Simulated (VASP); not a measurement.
# Ir: single point with PBE

Ir:

```xyz
2
Lattice="0.0000 2.7927 2.7927 2.7927 0.0000 2.7927 2.7927 2.7927 0.0000" Properties=species:S:1:pos:R:3 pbc="T T T"
Ir    0.0000    0.0000    0.0000
Ir    1.3963    1.3963    1.3963
```

```
Program                : VASP 6.6.1
Task                   : single point
Functional             : PBE
Potentials or basis    : VASP PAW PBE potentials, release 64 (Ir)
Cutoff                 : 520 eV
k mesh                 : 14 × 14 × 14
Occupations            : fermi-dirac, width 0.05 eV
Spin                   : no spin polarisation
Dipole correction      : no
Further INCAR settings : ALGO = Normal; EDIFF = 1e-06; NBANDS = 16
```

```json
{
  "Pressure": "-2.1 GPa",
  "Band gap on the k mesh": "zero (band 9 reaches 6.05 eV, above the bottom of band 10 at 4.53 eV)"
}
```

Levels at points of the mesh, in eV from the Fermi level:
```csv
k point,band 5,band 6,band 7,band 8,band 9,band 10,band 11,band 12,band 13,band 14
"(0.00, 0.00, 0.00)",-4.59,-4.59,-1.72,-1.72,-1.72,0.76,0.76,10.82,10.90,12.40
"(0.50, 0.00, 0.00)",-4.60,-4.60,-1.88,-1.00,-1.00,0.23,0.23,1.42,8.65,8.65
"(0.50, 0.50, 0.00)",-3.62,-3.62,-2.42,-2.42,0.55,0.55,1.93,1.93,3.75,3.75
```

Wall time 35 s on 1 thread of Intel(R) Xeon(R) Platinum 8559C (Emerald Rapids), with other jobs on the host, peak memory 0.21 GiB.

Caveat: spin-orbit coupling is left out, which moves the levels of the heavy elements.
